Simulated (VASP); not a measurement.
# Na (Im-3m) in VASP: notebook

The runs below take Na through single point, with PBE.

Program: VASP 6.6.1. These are calculated values, not measurements. Logs are shortened: lines on timing, memory, paths and dates and some standing lists are left out, and cuts for length are marked.

## (1) The cell of the first run

Symmetry: Im-3m, No. 229, cubic system. Conventional cell: a = 4.224 Å, b = 4.224 Å, c = 4.224 Å, α = 90.00°, β = 90.00°, γ = 90.00°. Na (site symmetry m-3m) has 14 Na at 3.66 to 4.22 Å within 4.8 Å.

## (2) Single point, PBE (volume scaled by 0.96)

INCAR reads:

```
SYSTEM = Na
PREC     = Accurate       ! precision mode
ENCUT    = 520            ! plane-wave cutoff, eV
EDIFF    = 1E-6           ! SCF threshold, eV
ISMEAR   = -1             ! smearing method
SIGMA    = 0.05           ! smearing width, eV
LREAL    = .False.        ! projectors in reciprocal space
LASPH    = .True.         ! aspherical terms in the spheres
NELM     = 80             ! most SCF steps
ALGO     = Normal         ! electronic algorithm
ISIF     = 2              ! what is computed and relaxed
LWAVE    = .False.        ! write WAVECAR
LCHARG   = .False.        ! write CHGCAR
GGA      = PE             ! functional
NBANDS   = 10             ! bands
```

KPOINTS reads:

```
Automatic mesh
0
Gamma
  9 9 9
  0 0 0
```

POSCAR reads:

```
Na
1.0
   -2.1120640205      2.1120640205      2.1120640205
    2.1120640205     -2.1120640205      2.1120640205
    2.1120640205      2.1120640205     -2.1120640205
Na
1
Direct
    0.0000000000      0.0000000000      0.0000000000
```

Potentials or basis: VASP PAW PBE potentials, release 64 (Na_pv).

On the command line:

```
$ cat potpaw_PBE.64/Na_pv/POTCAR > POTCAR
$ mpirun -np 1 vasp_std > vasp.out
```

OUTCAR:

```text
SYSTEM = Na
   PREC = Accurate
   ENCUT = 520
   EDIFF = 1E-6
   ISMEAR = -1
   LREAL = .False.
   LASPH = .True.
   NELM = 80
   ISIF = 2
   GGA = PE

 ion  position               nearest neighbor table
   1  0.000  0.000  0.000-

  LATTYP: Found a body centered cubic cell.
 ALAT       =     4.2241280410

  Lattice vectors:

 A1 = (  -2.1120640205,   2.1120640205,   2.1120640205)
 A2 = (   2.1120640205,  -2.1120640205,   2.1120640205)
 A3 = (   2.1120640205,   2.1120640205,  -2.1120640205)

Analysis of symmetry for initial positions (statically):
=====================================================================
 Subroutine PRICEL returns:
 Original cell was already a primitive cell.

 Routine SETGRP: Setting up the symmetry group for a
 body centered cubic supercell.

 Subroutine GETGRP returns: Found 48 space group operations
[... 9 lines left out ...]

 Routine SETGRP: Setting up the symmetry group for a
 body centered cubic supercell.

 Subroutine GETGRP returns: Found 48 space group operations
[... 11 lines left out ...]
                                     Primitive cell

  volume of cell :      37.6861

  direct lattice vectors                    reciprocal lattice vectors
    -2.112064021  2.112064021  2.112064021     0.000000000  0.236735248  0.236735248
     2.112064021 -2.112064021  2.112064021     0.236735248  0.000000000  0.236735248
     2.112064021  2.112064021 -2.112064021     0.236735248  0.236735248  0.000000000

  length of vectors
     3.658202192  3.658202192  3.658202192     0.334794199  0.334794199  0.334794199

  position of ions in fractional coordinates (direct lattice)
     0.000000000  0.000000000  0.000000000

  ion indices of the primitive-cell ions
   primitive index   ion index
                 1           1

----------------------------------------------------------------------------------------

 KPOINTS: Automatic mesh

Automatic generation of k-mesh.
 Grid dimensions read from file:
 generate k-points for:    9    9    9

 Generating k-lattice:

  Cartesian coordinates                     Fractional coordinates (reciprocal lattice)
     0.000000000  0.026303916  0.026303916     0.111111111  0.000000000  0.000000000
     0.026303916  0.000000000  0.026303916     0.000000000  0.111111111  0.000000000
     0.026303916  0.026303916  0.000000000     0.000000000  0.000000000  0.111111111

[... 49 lines left out ...]
   ICHARG =      2    charge: 1-file 2-atom 10-const
   ISPIN  =      1    spin polarized calculation?
   LNONCOLLINEAR =      F non collinear calculations
   LSORBIT =      F    spin-orbit coupling
   LASPH  =      T    aspherical Exc in radial PAW
   ENCUT  =  520.0 eV  38.22 Ry    6.18 a.u.   6.80  6.80  6.80*2*pi/ulx,y,z
   NELM   =     80;   NELMIN=  2; NELMDL= -5     # of ELM steps
   EDIFF  = 0.1E-05   stopping-criterion for ELM
   LREAL  =      F    real-space projection
   EDIFFG = 0.1E-04   stopping-criterion for IOM
   NSW    =      0    number of steps for IOM
   IBRION =     -1    ionic relax: 0-MD 1-quasi-New 2-CG
   NFREE  =      0    steps in history (QN), initial steepest desc. (CG)
   ISIF   =      2    stress and relaxation
   ISYM   =      2    0-nonsym 1-usesym 2-fastsym
   POTIM  = 0.5000    time-step for ionic-motion
   TEBEG  =    0.0;   TEEND  =   0.0 temperature during run
   PSTRESS=    0.0 pullay stress
   NELECT =       7.0000    total number of electrons
   NUPDOWN=      -1.0000    fix difference up-down
   EMIN   =  10.00;   EMAX   =-10.00  energy-range for DOS
   EFERMI =   0.00;   METHOD = LEGACY
   ISMEAR =    -1;   SIGMA  =   0.05  broadening in eV -4-tet -1-fermi 0-gaus
   EFERMI_NEDOS =   21; number of points for ismear=-14 and -15
   IALGO  =     38    algorithm
   IMIX   =      4    mixing-type and parameters
     AMIX     =   0.40;   BMIX     =  1.00
     AMIX_MAG =   1.60;   BMIX_MAG =  1.00
  volume/ion in A,a.u.               =      37.69       254.32
  Fermi-wavevector in a.u.,A,eV,Ry     =   0.934072  1.765140 11.870958  0.872491
  Thomas-Fermi vector in A             =   2.060839
   LORBIT       =      0    0 simple, 1 ext, 2 COOP (PROOUT), +10 PAW based schemes
   GGA     = PE    functional components
   LHFCALC =     F    Hartree Fock is set to
   AEXX    =    0.0000 exact exchange contribution
   IVDW    =     0    specifies the selected vdW correction
   LEPSILON=     F    determine dielectric tensor
   LRPA    =     F    only Hartree local field effects (RPA)
 non-spin polarized calculation
  energy-cutoff  :      520.00
  volume of cell :       37.69
 maximum number of plane-waves:      1027
   NGX = 13   NGY = 13   NGZ = 13

 number of electron       7.0000010 magnetization

 Free energy of the ion-electron system (eV)
  ---------------------------------------------------
  ext. energy  EPLUGINS =         0.00000000
  ---------------------------------------------------
  free energy    TOTEN  =        -1.31744814 eV

  energy without entropy =       -1.31423276  energy(sigma->0) =       -1.31584045

 E-fermi :   0.2690     XC(G=0):  -6.4596

 val. band max:        0.1722485275   @ k =  -0.3333   0.4444   0.1111
 cond. band min:       0.3686555345   @ k =   0.4444   0.0000   0.0000
 fundamental gap:      0.1964070070
 Fermi energy:         0.2690479469

 k-point     1 :       0.0000    0.0000    0.0000
  band No.  band energies     occupation
      1     -24.6323      2.00000
      2     -24.6323      2.00000
      3     -24.6323      2.00000
      4      -2.9615      2.00000
      5      11.9080      0.00000
      6      11.9080      0.00000
      7      11.9080      0.00000
      8      12.8994      0.00000
      9      12.8994      0.00000
     10      13.4490      0.00000
[... 287 lines left out ...]
 k-point    24 :      -0.4444   -0.4444    0.1111
  band No.  band energies     occupation
      1     -24.6626      2.00000
      2     -24.6486      2.00000
      3     -24.6377      2.00000
      4       1.5611      0.00000
      5       2.0451      0.00000
      6       5.4692      0.00000
      7       9.0277      0.00000
      8      10.7539      0.00000
      9      12.1155      0.00000
     10      13.0831      0.00000

 [... further k-points ...]
[... 5 lines left out ...]
  --------------------------------------------------------------------------------------
  -------------------------------------------------------------------------------------
  Total       -0.0432169     -0.0432169     -0.0432169     -0.0000000     -0.0000000      0.0000000
  in kB       -1.8373119     -1.8373119     -1.8373119     -0.0000000     -0.0000000      0.0000000
  external PRESSURE =      -1.8373119 kB  Pullay stress =       0.0000000 kB

 VOLUME and BASIS-vectors are now :
 -----------------------------------------------------------------------------
  energy-cutoff  :      520.00
  volume of cell :       37.69
      direct lattice vectors                 reciprocal lattice vectors
    -2.112064021  2.112064021  2.112064021     0.000000000  0.236735248  0.236735248
     2.112064021 -2.112064021  2.112064021     0.236735248  0.000000000  0.236735248
     2.112064021  2.112064021 -2.112064021     0.236735248  0.236735248  0.000000000

 POSITION                                       TOTAL-FORCE (eV/Angst)
 -----------------------------------------------------------------------------------
      0.00000      0.00000      0.00000        -0.000000      0.000000     -0.000000
 -----------------------------------------------------------------------------------
    total drift:                               -0.000000     -0.000000     -0.000000

  FREE ENERGIE OF THE ION-ELECTRON SYSTEM (eV)
  ---------------------------------------------------
  free  energy   TOTEN  =        -1.3174481377 eV

  energy  without entropy=       -1.3142327618  energy(sigma->0) =       -1.31584045
```

OSZICAR:

```text
N       E                     dE             d eps       ncg     rms          rms(c)
DAV:   1     0.304302512035E+02    0.30430E+02   -0.38735E+03   708   0.584E+02
DAV:   2    -0.606568239471E+00   -0.31037E+02   -0.30927E+02   724   0.163E+02
DAV:   3    -0.131297880259E+01   -0.70641E+00   -0.70605E+00   864   0.257E+01
DAV:   4    -0.131798474336E+01   -0.50059E-02   -0.50056E-02   824   0.218E+00
DAV:   5    -0.131805365337E+01   -0.68910E-04   -0.68909E-04   820   0.252E-01    0.204E-01
DAV:   6    -0.131769912795E+01    0.35453E-03   -0.48744E-04   852   0.263E-01    0.137E-01
DAV:   7    -0.131745530666E+01    0.24382E-03   -0.99733E-04   794   0.314E-01    0.159E-02
DAV:   8    -0.131744789956E+01    0.74071E-05   -0.46188E-05   872   0.112E-01    0.227E-03
DAV:   9    -0.131744813774E+01   -0.23818E-06   -0.19897E-07   514   0.471E-03
   1 F= -.13174481E+01 E0= -.13158404E+01  d E =-.321538E-02
```

It took 3.8 s on 1 thread of Intel Xeon 6975P-C (Granite Rapids), shared host; peak memory 0.15 GiB.

What came out:

```yaml
Free_energy: -1.3174 eV
Pressure: -0.2 GPa
```

Levels at points of the mesh, in eV from the Fermi level:
```
           k point  band 1  band 2  band 3  band 4  band 5  band 6  band 7  band 8
(0.00, 0.00, 0.00)  -24.90  -24.90  -24.90   -3.23   11.64   11.64   11.64   12.63
```

## (3) Single point, PBE (volume scaled by 0.98)

INCAR reads:

```
SYSTEM = Na
PREC = Accurate
ENCUT = 520
EDIFF = 1E-7
ISMEAR = -1
SIGMA = 0.05
LREAL = .False.
LASPH = .True.
NELM = 80
ALGO = Normal
ISIF = 2
LWAVE = .False.
LCHARG = .False.
GGA = PE
NBANDS = 10
```

KPOINTS reads:

```
regular mesh
0
Gamma
  9 9 9
  0 0 0
```

POSCAR reads:

```
Na
1.0
   -2.1266304395      2.1266304395      2.1266304395
    2.1266304395     -2.1266304395      2.1266304395
    2.1266304395      2.1266304395     -2.1266304395
Na
1
Direct
    0.0000000000      0.0000000000      0.0000000000
```

Potentials or basis: VASP PAW PBE potentials, release 64 (Na_pv).

On the command line:

```
$ cat potpaw_PBE.64/Na_pv/POTCAR > POTCAR
$ mpirun -np 1 vasp_std > vasp.out
```

It took 4.1 s on 1 thread of Intel Xeon 6975P-C (Granite Rapids), shared host; peak memory 0.15 GiB.

It converged, with:

* Free energy: -1.3163 eV
* Pressure: -0.3 GPa

Levels at points of the mesh, in eV from the Fermi level:
```
           k point  band 1  band 2  band 3  band 4  band 5  band 6  band 7  band 8
(0.00, 0.00, 0.00)  -24.92  -24.92  -24.92   -3.19   11.51   11.51   11.51   12.49
```
